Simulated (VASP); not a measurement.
# TiCo (Pm-3m) in VASP: further runs

TiCo is run at these levels: PBEsol; tasks: single point.

Program: VASP 6.6.1. These are calculated values, not measurements. Logs are shortened: lines on timing, memory, paths and dates and some standing lists are left out, and cuts for length are marked.

### 1 The cell of the first run

Symmetry: Pm-3m, No. 221, cubic system. Conventional cell: a = 2.835 Å, b = 2.835 Å, c = 2.835 Å, α = 90.00°, β = 90.00°, γ = 90.00°. Ti (site symmetry m-3m) has 8 Co at 2.45 Å and 6 Ti at 2.83 Å within 3.2 Å. Within 3.2 Å of Co (site symmetry m-3m) lie 8 Ti at 2.45 Å and 6 Co at 2.83 Å.

### 2 Single point, PBEsol, collinear spin, ferromagnetic start

Input file INCAR:

```
SYSTEM = TiCo
PREC = Accurate
ENCUT = 520
EDIFF = 1E-7
ISMEAR = 0
SIGMA = 0.1
LREAL = .False.
LASPH = .True.
NELM = 150
ALGO = Normal
ISIF = 2
LWAVE = .False.
LCHARG = .False.
ISPIN = 2
MAGMOM = 0 0.52
LORBIT = 11
LMAXMIX = 4
GGA = PS
NBANDS = 22
```

Input file KPOINTS:

```
Automatic mesh
0
Gamma
  14 14 14
  0 0 0
```

Input file POSCAR:

```
TiCo
1.0
    2.8347417388      0.0000000000      0.0000000000
    0.0000000000      2.8347417388      0.0000000000
    0.0000000000      0.0000000000      2.8347417388
Ti Co
1 1
Direct
    0.0000000000      0.0000000000      0.0000000000
    0.5000000000      0.5000000000      0.5000000000
```

Potentials or basis: VASP PAW PBE potentials, release 64 (Ti_sv, Co).

Run with:

```console
> cat potpaw_PBE.64/Ti_sv/POTCAR potpaw_PBE.64/Co/POTCAR > POTCAR
> mpirun -np 1 vasp_std > vasp.out
```

OUTCAR:

```text
SYSTEM = TiCo
   PREC = Accurate
   ENCUT = 520
   EDIFF = 1E-7
   ISMEAR = 0
   LREAL = .False.
   LASPH = .True.
   NELM = 150
   ISIF = 2
   ISPIN = 2
   LORBIT = 11
   GGA = PS

 ion  position               nearest neighbor table
   1  0.000  0.000  0.000-   2 2.45   2 2.45   2 2.45   2 2.45   2 2.45   2 2.45   2 2.45   2 2.45

   2  0.500  0.500  0.500-   1 2.45   1 2.45   1 2.45   1 2.45   1 2.45   1 2.45   1 2.45   1 2.45

  LATTYP: Found a simple cubic cell.
 ALAT       =     2.8347417388

  Lattice vectors:

 A1 = (   2.8347417388,   0.0000000000,   0.0000000000)
 A2 = (   0.0000000000,   2.8347417388,   0.0000000000)
 A3 = (   0.0000000000,   0.0000000000,   2.8347417388)

Analysis of symmetry for initial positions (statically):
=====================================================================
 Subroutine PRICEL returns:
 Original cell was already a primitive cell.

 Routine SETGRP: Setting up the symmetry group for a
 simple cubic supercell.

 Subroutine GETGRP returns: Found 48 space group operations
 (whereof 48 operations were pure point group operations)
 out of a pool of 48 trial point group operations.

The static configuration has the point symmetry O_h .

Analysis of symmetry for dynamics (positions and initial velocities):
=====================================================================
 Subroutine PRICEL returns:
 Original cell was already a primitive cell.

 Routine SETGRP: Setting up the symmetry group for a
 simple cubic supercell.

 Subroutine GETGRP returns: Found 48 space group operations
 (whereof 48 operations were pure point group operations)
 out of a pool of 48 trial point group operations.

The dynamic configuration has the point symmetry O_h .

Analysis of structural, dynamic, and magnetic symmetry:
=====================================================================
 Subroutine PRICEL returns:
 Original cell was already a primitive cell.

 Routine SETGRP: Setting up the symmetry group for a
 simple cubic supercell.

 Subroutine GETGRP returns: Found 48 space group operations
 (whereof 48 operations were pure point group operations)
 out of a pool of 48 trial point group operations.

The overall configuration has the point symmetry O_h .

 Subroutine INISYM returns: Found 48 space group operations
 (whereof 48 operations are pure point group operations),
 and found     1 'primitive' translations

----------------------------------------------------------------------------------------

                                     Primitive cell

  volume of cell :      22.7793

  direct lattice vectors                    reciprocal lattice vectors
     2.834741739  0.000000000  0.000000000     0.352765822  0.000000000  0.000000000
     0.000000000  2.834741739  0.000000000     0.000000000  0.352765822  0.000000000
     0.000000000  0.000000000  2.834741739     0.000000000  0.000000000  0.352765822

  length of vectors
     2.834741739  2.834741739  2.834741739     0.352765822  0.352765822  0.352765822

  position of ions in fractional coordinates (direct lattice)
     0.000000000  0.000000000  0.000000000
     0.500000000  0.500000000  0.500000000

  ion indices of the primitive-cell ions
   primitive index   ion index
                 1           1
                 2           2

----------------------------------------------------------------------------------------

 KPOINTS: Automatic mesh

Automatic generation of k-mesh.
 Grid dimensions read from file:
 generate k-points for:   14   14   14

 Generating k-lattice:

  Cartesian coordinates                     Fractional coordinates (reciprocal lattice)
     0.025197559  0.000000000  0.000000000     0.071428571  0.000000000  0.000000000
     0.000000000  0.025197559  0.000000000     0.000000000  0.071428571  0.000000000
     0.000000000  0.000000000  0.025197559     0.000000000  0.000000000  0.071428571

  Length of vectors
     0.025197559  0.025197559  0.025197559

  Shift w.r.t. Gamma in fractional coordinates (k-lattice)
     0.000000000  0.000000000  0.000000000

 Subroutine IBZKPT returns following result:
 ===========================================

 Found    120 irreducible k-points:

 Following reciprocal coordinates:
            Coordinates               Weight
  0.000000  0.000000  0.000000      1.000000
  0.071429  0.000000  0.000000      6.000000
  0.142857  0.000000  0.000000      6.000000
  0.214286  0.000000  0.000000      6.000000
  0.285714  0.000000  0.000000      6.000000
  0.357143  0.000000  0.000000      6.000000
[... 16 lines left out ...]
  0.285714  0.214286  0.000000     24.000000
  0.357143  0.214286  0.000000     24.000000
 [... further k-points ...]
   k-points           NKPTS =    120   k-points in BZ     NKDIM =    120   number of bands    NBANDS=     22
   number of dos      NEDOS =    301   number of ions     NIONS =      2
   total plane-waves  NPLWV =  13824
   dimension x,y,z NGX =    24 NGY =   24 NGZ =   24
   dimension x,y,z NGXF=    48 NGYF=   48 NGZF=   48
   ions per type =               1   1
   NGX,Y,Z   is equivalent  to a cutoff of  14.08, 14.08, 14.08 a.u.
   NGXF,Y,Z  is equivalent  to a cutoff of  28.15, 28.15, 28.15 a.u.
 SYSTEM =  TiCo
   PREC   = accura    normal or accurate (medium, high low for compatibility)
   ISTART =      0    job   : 0-new  1-cont  2-samecut
   ICHARG =      2    charge: 1-file 2-atom 10-const
   ISPIN  =      2    spin polarized calculation?
   LNONCOLLINEAR =      F non collinear calculations
   LSORBIT =      F    spin-orbit coupling
   LASPH  =      T    aspherical Exc in radial PAW
   ENCUT  =  520.0 eV  38.22 Ry    6.18 a.u.   5.27  5.27  5.27*2*pi/ulx,y,z
   NELM   =    150;   NELMIN=  2; NELMDL= -5     # of ELM steps
   EDIFF  = 0.1E-06   stopping-criterion for ELM
   LREAL  =      F    real-space projection
   EDIFFG = 0.1E-05   stopping-criterion for IOM
   NSW    =      0    number of steps for IOM
   IBRION =     -1    ionic relax: 0-MD 1-quasi-New 2-CG
   NFREE  =      0    steps in history (QN), initial steepest desc. (CG)
   ISIF   =      2    stress and relaxation
   ISYM   =      2    0-nonsym 1-usesym 2-fastsym
   POTIM  = 0.5000    time-step for ionic-motion
   TEBEG  =    0.0;   TEEND  =   0.0 temperature during run
   PSTRESS=    0.0 pullay stress
   NELECT =      21.0000    total number of electrons
   NUPDOWN=      -1.0000    fix difference up-down
   EMIN   =  10.00;   EMAX   =-10.00  energy-range for DOS
   EFERMI =   0.00;   METHOD = LEGACY
   ISMEAR =     0;   SIGMA  =   0.10  broadening in eV -4-tet -1-fermi 0-gaus
   EFERMI_NEDOS =   21; number of points for ismear=-14 and -15
   IALGO  =     38    algorithm
   IMIX   =      4    mixing-type and parameters
     AMIX     =   0.40;   BMIX     =  1.00
     AMIX_MAG =   1.60;   BMIX_MAG =  1.00
  volume/ion in A,a.u.               =      11.39        76.86
  Fermi-wavevector in a.u.,A,eV,Ry     =   1.593313  3.010925 34.540380  2.538646
  Thomas-Fermi vector in A             =   2.691562
   LORBIT       =     11    0 simple, 1 ext, 2 COOP (PROOUT), +10 PAW based schemes
   GGA     = PS    functional components
   LHFCALC =     F    Hartree Fock is set to
   AEXX    =    0.0000 exact exchange contribution
   IVDW    =     0    specifies the selected vdW correction
   LEPSILON=     F    determine dielectric tensor
   LRPA    =     F    only Hartree local field effects (RPA)
 spin polarized calculation
 Gauss-broadening in eV      SIGMA  =   0.10
  energy-cutoff  :      520.00
  volume of cell :       22.78
 maximum number of plane-waves:       628
 NGX is ok and might be reduce to    24
   NGX = 11   NGY = 11   NGZ = 11

 number of electron      20.9999992 magnetization       0.2766866

 Free energy of the ion-electron system (eV)
  ---------------------------------------------------
  ext. energy  EPLUGINS =         0.00000000
  ---------------------------------------------------
  free energy    TOTEN  =       -16.73437156 eV

  energy without entropy =      -16.72336890  energy(sigma->0) =      -16.72887023

 E-fermi :  11.9377     XC(G=0): -13.5965

 val. band max:       11.9363138912   @ k =   0.4286   0.4286   0.2857
 cond. band min:      11.9404182525   @ k =   0.4286   0.3571   0.3571
 fundamental gap:      0.0041043613
 Fermi energy:        11.9377142733

 spin component 1

 k-point     1 :       0.0000    0.0000    0.0000
  band No.  band energies     occupation
      1     -44.7937      1.00000
      2     -20.9216      1.00000
      3     -20.9216      1.00000
      4     -20.9216      1.00000
      5       3.6029      1.00000
      6       7.1515      1.00000
[... 14 lines left out ...]
     21      34.0723      0.00000
     22      34.0723      0.00000

 k-point     2 :       0.0714    0.0000    0.0000
  band No.  band energies     occupation
      1     -44.7906      1.00000
      2     -20.9483      1.00000
      3     -20.9198      1.00000
      4     -20.9198      1.00000
      5       3.7206      1.00000
      6       7.2047      1.00000
[... 14 lines left out ...]
     21      33.8906      0.00000
     22      34.1536      0.00000

 k-point     3 :       0.1429    0.0000    0.0000
  band No.  band energies     occupation
      1     -44.7818      1.00000
      2     -21.0226      1.00000
      3     -20.9149      1.00000
      4     -20.9149      1.00000
      5       4.0657      1.00000
      6       7.3614      1.00000
[... 14 lines left out ...]
     21      33.5048      0.00000
     22      34.3303      0.00000
[... 476 lines left out ...]
 k-point    23 :       0.2857    0.2143    0.0000
  band No.  band energies     occupation
      1     -44.7323      1.00000
      2     -21.2187      1.00000
      3     -21.0914      1.00000
      4     -20.8823      1.00000
      5       6.0215      1.00000
      6       7.9350      1.00000
[... 14 lines left out ...]
     21      32.0356      0.00000
     22      34.0607      0.00000

 k-point    24 :       0.3571    0.2143    0.0000
  band No.  band energies     occupation
      1     -44.7202      1.00000
      2     -21.3167      1.00000
      3     -21.0806      1.00000
      4     -20.8740      1.00000
      5       6.5982      1.00000
      6       7.9736      1.00000
[... 14 lines left out ...]
     21      31.5978      0.00000
     22      33.8715      0.00000

 [... further k-points ...]

 spin component 2

 k-point     1 :       0.0000    0.0000    0.0000
  band No.  band energies     occupation
      1     -44.7723      1.00000
      2     -20.9002      1.00000
      3     -20.9002      1.00000
      4     -20.9002      1.00000
      5       3.6241      1.00000
      6       7.3233      1.00000
[... 14 lines left out ...]
     21      34.0695      0.00000
     22      34.0695      0.00000

 k-point     2 :       0.0714    0.0000    0.0000
  band No.  band energies     occupation
      1     -44.7692      1.00000
      2     -20.9269      1.00000
      3     -20.8984      1.00000
      4     -20.8984      1.00000
      5       3.7419      1.00000
      6       7.3785      1.00000
[... 14 lines left out ...]
     21      33.8875      0.00000
     22      34.1519      0.00000

 k-point     3 :       0.1429    0.0000    0.0000
  band No.  band energies     occupation
      1     -44.7604      1.00000
      2     -21.0014      1.00000
      3     -20.8935      1.00000
      4     -20.8935      1.00000
      5       4.0871      1.00000
      6       7.5415      1.00000
[... 14 lines left out ...]
     21      33.5009      0.00000
     22      34.3324      0.00000
[... 476 lines left out ...]
 k-point    23 :       0.2857    0.2143    0.0000
  band No.  band energies     occupation
      1     -44.7109      1.00000
      2     -21.1980      1.00000
      3     -21.0704      1.00000
      4     -20.8609      1.00000
      5       6.0529      1.00000
      6       8.1106      1.00000
[... 14 lines left out ...]
     21      32.0397      0.00000
     22      34.0959      0.00000

 k-point    24 :       0.3571    0.2143    0.0000
  band No.  band energies     occupation
      1     -44.6987      1.00000
      2     -21.2961      1.00000
      3     -21.0596      1.00000
      4     -20.8525      1.00000
      5       6.6437      1.00000
      6       8.1222      1.00000
[... 14 lines left out ...]
     21      31.5997      0.00000
     22      33.9117      0.00000

 [... further k-points ...]

------------------------ aborting loop because EDIFF is reached ----------------------------------------

  FORCE on cell =-STRESS in cart. coord.  units (eV):
  Direction    XX          YY          ZZ          XY          YZ          ZX
  --------------------------------------------------------------------------------------
  -------------------------------------------------------------------------------------
  Total        3.4293057      3.4293057      3.4293057     -0.0000000     -0.0000000      0.0000000
  in kB      241.1994386    241.1994386    241.1994386     -0.0000000     -0.0000000      0.0000000
  external PRESSURE =     241.1994386 kB  Pullay stress =       0.0000000 kB

 VOLUME and BASIS-vectors are now :
 -----------------------------------------------------------------------------
  energy-cutoff  :      520.00
  volume of cell :       22.78
      direct lattice vectors                 reciprocal lattice vectors
     2.834741739  0.000000000  0.000000000     0.352765822  0.000000000  0.000000000
     0.000000000  2.834741739  0.000000000     0.000000000  0.352765822  0.000000000
     0.000000000  0.000000000  2.834741739     0.000000000  0.000000000  0.352765822

 POSITION                                       TOTAL-FORCE (eV/Angst)
 -----------------------------------------------------------------------------------
      0.00000      0.00000      0.00000         0.000000      0.000000      0.000000
      1.41737      1.41737      1.41737         0.000000      0.000000      0.000000
 -----------------------------------------------------------------------------------
    total drift:                                0.000000      0.000000     -0.000000

  FREE ENERGIE OF THE ION-ELECTRON SYSTEM (eV)
  ---------------------------------------------------
  free  energy   TOTEN  =       -16.7343715598 eV

  energy  without entropy=      -16.7233688984  energy(sigma->0) =      -16.72887023

 total charge

# of ion       s       p       d       tot
------------------------------------------
    1        2.289   6.239   2.021  10.549
    2        0.590   0.550   7.450   8.590
--------------------------------------------------
tot          2.879   6.789   9.471  19.139

 magnetization (x)

# of ion       s       p       d       tot
------------------------------------------
    1       -0.000  -0.003   0.022   0.019
    2        0.012   0.001   0.249   0.261
--------------------------------------------------
tot          0.011  -0.002   0.271   0.280
```

Run time: 72 s. Hardware: 1 thread of Intel Xeon Platinum 8488C (Sapphire Rapids), shared host; peak memory 0.22 GiB.

Results:

```yaml
Free_energy: -16.7344 eV
Pressure: 24.1 GPa
Net_moment: 0.28 μB per cell
Site_moments: Ti +0.02; Co +0.26 μB
Valence_electrons_inside_the_program's_atomic_spheres: Ti 10.55; Co 8.59
```

Caveat: the cell stands under pressure; the PAW data sets were made with another functional, which shifts forces and pressure a little.

### 3 Single point, PBEsol, collinear spin, ferromagnetic start

This run uses another cell than the first one, of 11.97 Å³/atom.

Input file INCAR:

```
ALGO     = Fast           # electronic algorithm
EDIFF    = 1E-6           # SCF threshold, eV
ENCUT    = 520            # plane-wave cutoff, eV
GGA      = PS             # functional
ISIF     = 2              # what is computed and relaxed
ISMEAR   = 0              # smearing method
ISPIN    = 2              # spin polarisation
LASPH    = T              # aspherical terms in the spheres
LCHARG   = T              # write CHGCAR
LELF     = T              # ELF
LMAXMIX  = 4              # l up to which the mixer works
LORBIT   = 11             # projections on sites
LREAL    = F              # projectors in reciprocal space
LVHAR    = T            
LWAVE    = F              # write WAVECAR
MAGMOM   = 0 0.66         # initial moments
NBANDS   = 22             # bands
NELM     = 150            # most SCF steps
PREC     = Accurate       # precision mode
SIGMA    = 0.1            # smearing width, eV
```

Input file KPOINTS:

```
k-points
0
Gamma
  14 14 14
```

Input file POSCAR:

```
TiCo
1.0
    2.8821834682      0.0000000000      0.0000000000
    0.0000000000      2.8821834682      0.0000000000
    0.0000000000      0.0000000000      2.8821834682
Ti Co
1 1
Direct
    0.0000000000      0.0000000000      0.0000000000
    0.5000000000      0.5000000000      0.5000000000
```

Potentials or basis: VASP PAW PBE potentials, release 64 (Ti_sv, Co).

Run with:

```console
> cat potpaw_PBE.64/Ti_sv/POTCAR potpaw_PBE.64/Co/POTCAR > POTCAR
> mpirun -np 1 vasp_std > vasp.out
```

Run time: 77 s. Hardware: 1 thread of Intel Xeon Platinum 8488C (Sapphire Rapids), shared host; peak memory 0.22 GiB.

The run converged. Its results:

```
Free energy                                           : -16.8615 eV
Pressure                                              : 11.3 GPa
Net moment                                            : 0.42 μB per cell
Site moments                                          : Ti +0.01; Co +0.43 μB
Valence electrons inside the program's atomic spheres : Ti 10.46; Co 8.49
```

Levels at points of the mesh, in eV from the Fermi level:
Spin up:
| k point | band 8 | band 9 | band 10 | band 11 | band 12 | band 13 | band 14 | band 15 |
| --- | --- | --- | --- | --- | --- | --- | --- | --- |
| (0.00, 0.00, 0.00) | -1.83 | -1.83 | -1.83 | 0.71 | 0.71 | 3.08 | 3.08 | 3.08 |
| (0.50, 0.00, 0.00) | -1.92 | -1.92 | -1.37 | -1.00 | -0.08 | 0.67 | 0.67 | 2.49 |
| (0.50, 0.50, 0.00) | -2.90 | -1.04 | -0.41 | 0.81 | 0.81 | 1.31 | 2.89 | 2.89 |
| (0.50, 0.50, 0.50) | -2.44 | -2.44 | -2.44 | -1.01 | -1.01 | 3.59 | 3.59 | 7.87 |
Spin down:
| k point | band 6 | band 7 | band 8 | band 9 | band 10 | band 11 | band 12 | band 13 | band 14 | band 15 |
| --- | --- | --- | --- | --- | --- | --- | --- | --- | --- | --- |
| (0.00, 0.00, 0.00) | -4.26 | -4.26 | -1.57 | -1.57 | -1.57 | 0.97 | 0.97 | 3.14 | 3.14 | 3.14 |
| (0.50, 0.00, 0.00) | -4.04 | -2.54 | -1.64 | -1.64 | -1.07 | -1.02 | 0.43 | 0.69 | 0.69 | 2.52 |
| (0.50, 0.50, 0.00) | -4.17 | -2.69 | -2.69 | -0.41 | 0.05 | 0.82 | 0.82 | 1.41 | 3.00 | 3.00 |
| (0.50, 0.50, 0.50) | -2.61 | -2.61 | -2.42 | -2.42 | -2.42 | -0.37 | -0.37 | 3.58 | 3.58 | 8.01 |

Caveat: the cell stands under pressure; the PAW data sets were made with another functional, which shifts forces and pressure a little.
